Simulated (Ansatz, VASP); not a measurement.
## ZrSeBr in VASP and in Ansatz

```xyz
6
Lattice="4.8528 0.0000 0.0000 -2.4264 4.2027 0.0000 0.0000 0.0000 6.4211" Properties=species:S:1:pos:R:3 pbc="T T T"
Zr    0.0000    2.8018    4.8158
Zr    2.4264    1.4009    1.6053
Se    0.0000    2.8018    1.6053
Se    2.4264    1.4009    4.8158
Br    0.0000    0.0000    0.0000
Br    0.0000    0.0000    3.2105
```

Change from the starting cell: species swapped into the EuAgBi type (P6_3/mmc, No. 194).

Alike in both runs: functional PBE; k mesh 6 × 6 × 2; occupations gaussian, width 0.1 eV; no spin polarisation.

Ansatz relaxed the structure, and its values are those at the end. VASP's run is a single point on that final structure, the one shown.

|  | VASP | Ansatz |
| --- | --- | --- |
| version | VASP 6.6.1 | Ansatz 0.2.0 |
| potentials or method | VASP PAW PBE potentials, release 64 (Zr_sv, Se, Br), cutoff 520 eV | scalar-relativistic, plane waves, PAW |
| valence electrons in the cell | 50 | 70 |

```tsv
	VASP	Ansatz	Ansatz less VASP
gap on the k mesh at the Fermi level (eV)	none	none	-
pressure (GPa)	0.1	0.0	-0.06
```

A gap of «none» marks a metal or a gap that the smearing closes. With one functional, cell and mesh, what is left measures potentials, basis and numerics. VASP's potentials hold 50 valence electrons a cell and Ansatz's 70, so a difference there can come from the potentials and not from the codes.

The k mesh is coarse, so the values compare programs but aren't converged.
